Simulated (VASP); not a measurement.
# NaNiS2O8 (C2/m) in VASP: single point with r2SCAN

Aim: the single point of NaNiS2O8 with r2SCAN.

Everything below comes from runs of VASP 6.6.1. Logs are shortened: lines on timing, memory, paths and dates and some standing lists are left out, and cuts for length are marked.

### Step 1. The cell of the first run

The structure is monoclinic, space group C2/m (No. 12). The conventional cell has a = 8.067 Å, b = 5.190 Å, c = 7.177 Å, α = 90.00°, β = 91.87°, γ = 90.00°. Ni (site symmetry 2/m) has 6 O at 1.97 to 2.03 Å within 2.6 Å. Within 1.9 Å of S (site symmetry m) lie 4 O at 1.44 to 1.50 Å. Na (site symmetry 2/m) has 10 O at 2.45 to 3.17 Å within 3.2 Å. O (site symmetry m) has 1 S at 1.48 Å and 1 Ni at 1.97 Å within 2.0 Å. O (site symmetry m) has 1 S at 1.44 Å within 1.9 Å. Within 2.1 Å of O (site symmetry 1) lie 1 S at 1.50 Å and 1 Ni at 2.03 Å.

### Step 2. Single point, r2SCAN

File POSCAR:

```
NaNiS2O8
1.0
    4.0333616100      2.5950312800      0.0000000000
    4.0333616100     -2.5950312800      0.0000000000
    0.2341864200      0.0000000000     -7.1727459300
Ni S Na O
1 2 1 8
Direct
    0.0000000000      0.0000000000      0.0000000000
    0.3619000000      0.3619000000      0.7784000000
    0.6381000000      0.6381000000      0.2216000000
    0.0000000000      0.0000000000      0.5000000000
    0.2401000000      0.2401000000      0.9378000000
    0.7599000000      0.7599000000      0.0622000000
    0.2886000000      0.2886000000      0.5979000000
    0.7114000000      0.7114000000      0.4021000000
    0.7028000000      0.2360000000      0.7974000000
    0.7640000000      0.2972000000      0.2026000000
    0.2972000000      0.7640000000      0.2026000000
    0.2360000000      0.7028000000      0.7974000000
```

File INCAR.step1:

```
PREC = Accurate ; ENCUT = 970
ISMEAR = -1 ; SIGMA = 0.1
LREAL = F ; LASPH = T
NELM = 120 ; NBANDS = 56
GGA = PE ; ALGO = Normal
EDIFF = 1E-5 ; LWAVE = T
LCHARG = F ; GGA_COMPAT = F
```

File INCAR.step2:

```
PREC = Accurate ; ENCUT = 970
EDIFF = 1E-6 ; ISMEAR = -1
SIGMA = 0.1 ; LREAL = F
LASPH = T ; NELM = 120
ALGO = Normal ; ISIF = 2
LWAVE = F ; LCHARG = T
METAGGA = R2SCAN ; LMIXTAU = T
LELF = T ; LVHAR = T
NBANDS = 56 ; ISTART = 1
GGA_COMPAT = F
```

File KPOINTS:

```
regular mesh
0
Gamma
  5 5 3
```

Potentials or basis: VASP PAW PBE potentials, release 64 (Ni_sv_GW, S, Na_sv, O).

On the command line:

```bash
$ cat potpaw_PBE.64/Ni_sv_GW/POTCAR potpaw_PBE.64/S/POTCAR potpaw_PBE.64/Na_sv/POTCAR potpaw_PBE.64/O/POTCAR > POTCAR
$ cp INCAR.step1 INCAR
$ mpirun -np 1 vasp_std > vasp.out
$ cp INCAR.step2 INCAR
$ mpirun -np 1 vasp_std > vasp.out
```

OUTCAR:

```text
PREC = Accurate
   ENCUT = 970
   EDIFF = 1E-6
   ISMEAR = -1
   LREAL = F
   LASPH = T
   NELM = 120
   ISIF = 2
   METAGGA = R2SCAN
   ISTART = 1

 ion  position               nearest neighbor table
   1  0.000  0.000  0.000-   5 1.97   6 1.97   9 2.03  10 2.03  11 2.03  12 2.03
   2  0.362  0.362  0.778-   7 1.44   5 1.48   9 1.50  12 1.50
   3  0.638  0.638  0.222-   8 1.44   6 1.48  10 1.50  11 1.50
   4  0.000  0.000  0.500-
   5  0.240  0.240  0.938-   2 1.48   1 1.97
   6  0.760  0.760  0.062-   3 1.48   1 1.97
   7  0.289  0.289  0.598-   2 1.44
   8  0.711  0.711  0.402-   3 1.44
   9  0.703  0.236  0.797-   2 1.50   1 2.03
  10  0.764  0.297  0.203-   3 1.50   1 2.03
  11  0.297  0.764  0.203-   3 1.50   1 2.03
  12  0.236  0.703  0.797-   2 1.50   1 2.03

  LATTYP: Found a base centered monoclinic cell.
 ALAT       =     8.0667232200
 B/A-ratio  =     0.6433916745
 C/A-ratio  =     0.8896509460
 COS(beta)  =    -0.0326320912

  Lattice vectors:

 A1 = (  -4.0333616100,  -2.5950312800,   0.0000000000)
 A2 = (  -4.0333616100,   2.5950312800,   0.0000000000)
 A3 = (   0.2341864200,   0.0000000000,  -7.1727459300)

Analysis of symmetry for initial positions (statically):
=====================================================================
 Subroutine PRICEL returns:
 Original cell was already a primitive cell.

 Routine SETGRP: Setting up the symmetry group for a
 base centered monoclinic supercell.

 Subroutine GETGRP returns: Found  4 space group operations
 (whereof  4 operations were pure point group operations)
 out of a pool of  4 trial point group operations.

The static configuration has the point symmetry C_2h.

Analysis of symmetry for dynamics (positions and initial velocities):
=====================================================================
 Subroutine PRICEL returns:
 Original cell was already a primitive cell.

 Routine SETGRP: Setting up the symmetry group for a
 base centered monoclinic supercell.

 Subroutine GETGRP returns: Found  4 space group operations
 (whereof  4 operations were pure point group operations)
 out of a pool of  4 trial point group operations.

[... 124 lines left out ...]
   NFREE  =      0    steps in history (QN), initial steepest desc. (CG)
   ISIF   =      2    stress and relaxation
   ISYM   =      2    0-nonsym 1-usesym 2-fastsym
   POTIM  = 0.5000    time-step for ionic-motion
   TEBEG  =    0.0;   TEEND  =   0.0 temperature during run
   PSTRESS=    0.0 pullay stress
   NELECT =      87.0000    total number of electrons
   NUPDOWN=      -1.0000    fix difference up-down
   EMIN   =  10.00;   EMAX   =-10.00  energy-range for DOS
   EFERMI =   0.00;   METHOD = LEGACY
   ISMEAR =    -1;   SIGMA  =   0.10  broadening in eV -4-tet -1-fermi 0-gaus
   EFERMI_NEDOS =   21; number of points for ismear=-14 and -15
   IALGO  =     38    algorithm
   IMIX   =      4    mixing-type and parameters
     AMIX     =   0.40;   BMIX     =  1.00
     AMIX_MAG =   1.60;   BMIX_MAG =  1.00
  volume/ion in A,a.u.               =      12.51        84.44
  Fermi-wavevector in a.u.,A,eV,Ry     =   1.364812  2.579121 25.343734  1.862712
  Thomas-Fermi vector in A             =   2.491095
   LORBIT       =      0    0 simple, 1 ext, 2 COOP (PROOUT), +10 PAW based schemes
   METAGGA = R2SCAN    functional components
   LHFCALC =     F    Hartree Fock is set to
   AEXX    =    0.0000 exact exchange contribution
   IVDW    =     0    specifies the selected vdW correction
   LEPSILON=     F    determine dielectric tensor
   LRPA    =     F    only Hartree local field effects (RPA)
 non-spin polarized calculation
  energy-cutoff  :      970.00
  volume of cell :      150.15
 maximum number of plane-waves:     10319
 NGX is ok and might be reduce to    50
   NGX = 25   NGY = 25   NGZ = 37

 number of electron      86.9999999 magnetization

 Free energy of the ion-electron system (eV)
  ---------------------------------------------------
  ext. energy  EPLUGINS =         0.00000000
  ---------------------------------------------------
  free energy    TOTEN  =       -97.44965510 eV

  energy without entropy =      -97.30220064  energy(sigma->0) =      -97.37592787

 E-fermi :   1.1576     XC(G=0):  -9.9676

 val. band max:        1.1556735855   @ k =   0.2000   0.2000   0.3333
 cond. band min:       1.1576843935   @ k =  -0.2000  -0.2000   0.3333
 fundamental gap:      0.0020108080
 Fermi energy:         1.1575888178

 k-point     1 :       0.0000    0.0000    0.0000
  band No.  band energies     occupation
      1    -106.5505      2.00000
      2     -65.5441      2.00000
      3     -65.4236      2.00000
      4     -65.3825      2.00000
      5     -50.6495      2.00000
      6     -23.9802      2.00000
[... 1381 lines left out ...]
     54      11.2202      0.00000
     55      11.3976      0.00000
 [bands above 55 left out]

------------------------ aborting loop because EDIFF is reached ----------------------------------------

  FORCE on cell =-STRESS in cart. coord.  units (eV):
  Direction    XX          YY          ZZ          XY          YZ          ZX
  --------------------------------------------------------------------------------------
  -------------------------------------------------------------------------------------
  Total       -5.6535889     -4.1348271     -4.5856334      0.0000000      0.0000000     -0.5203478
  in kB      -60.3267052    -44.1207350    -48.9310696      0.0000000      0.0000000     -5.5523790
  external PRESSURE =     -51.1261699 kB  Pullay stress =       0.0000000 kB

 VOLUME and BASIS-vectors are now :
 -----------------------------------------------------------------------------
  energy-cutoff  :      970.00
  volume of cell :      150.15
      direct lattice vectors                 reciprocal lattice vectors
     4.033361610  2.595031280  0.000000000     0.123966073  0.192675905  0.004047428
     4.033361610 -2.595031280  0.000000000     0.123966073 -0.192675905  0.004047428
     0.234186420  0.000000000 -7.172745930     0.000000000  0.000000000 -0.139416621

 POSITION                                       TOTAL-FORCE (eV/Angst)
 -----------------------------------------------------------------------------------
      0.00000      0.00000      0.00000        -0.000000      0.000000      0.000000
      3.10164      0.00000     -5.58327        -0.704075      0.000000     -0.758551
      5.19927      0.00000     -1.58948         0.704075      0.000000      0.758551
      0.11709      0.00000     -3.58637        -0.000000     -0.000000      0.000000
      2.15644      0.00000     -6.72660        -0.230304      0.000000     -0.141332
      6.14447      0.00000     -0.44614         0.230304      0.000000      0.141332
      2.46808      0.00000     -4.28858         0.187775      0.000000     -0.085259
      5.83283      0.00000     -2.88416        -0.187775      0.000000      0.085259
      3.97326      1.21136     -5.71955         0.101952      0.327652     -0.067165
      4.32765      1.21136     -1.45320        -0.101952      0.327652      0.067165
      4.32765     -1.21136     -1.45320        -0.101952     -0.327652      0.067165
      3.97326     -1.21136     -5.71955         0.101952     -0.327652     -0.067165
 -----------------------------------------------------------------------------------
    total drift:                                0.000000     -0.000000     -0.000000

  FREE ENERGIE OF THE ION-ELECTRON SYSTEM (eV)
  ---------------------------------------------------
  free  energy   TOTEN  =       -97.4496551034 eV

  energy  without entropy=      -97.3022006426  energy(sigma->0) =      -97.37592787
```

It took 24 min on 1 thread of Intel Xeon 6975P-C (Granite Rapids), shared host; peak memory 0.85 GiB.

What came out:

```yaml
Free_energy: -97.4497 eV
Pressure: -5.1 GPa
Largest_force: 1.035 eV/Å
Band_gap_on_the_k_mesh: zero (an odd number of electrons rules out a gap without spin polarisation)
```

Forces on the atoms (eV/Å):
```
Ni   0.000  0.000  0.000
S   -0.704  0.000 -0.759
S    0.704  0.000  0.759
Na   0.000  0.000  0.000
O   -0.230  0.000 -0.141
O    0.230  0.000  0.141
O    0.188  0.000 -0.085
O   -0.188  0.000  0.085
O    0.102  0.328 -0.067
O   -0.102  0.328  0.067
O   -0.102 -0.328  0.067
O    0.102 -0.328 -0.067
```

Levels at points of the mesh, in eV from the Fermi level:
```
           k point  band 39  band 40  band 41  band 42  band 43  band 44  band 45  band 46  band 47  band 48
(0.00, 0.00, 0.00)    -1.65    -1.36    -1.34    -1.00    -0.99    -0.10     0.38     5.66     7.97     8.03
```

Caveat: the cell stands under tension; the PAW data sets were made with another functional, which shifts forces and pressure a little; an odd number of electrons without spin polarisation forces a metal; a magnetic or distorted state may lie lower; the run has no spin polarisation, though such a crystal can be magnetic; semilocal functionals often make such compounds metallic where correlation or magnetic order opens a gap, which also shifts bond lengths. Spin polarisation is off, so any magnetic state and its effect on volume and gap are missing.
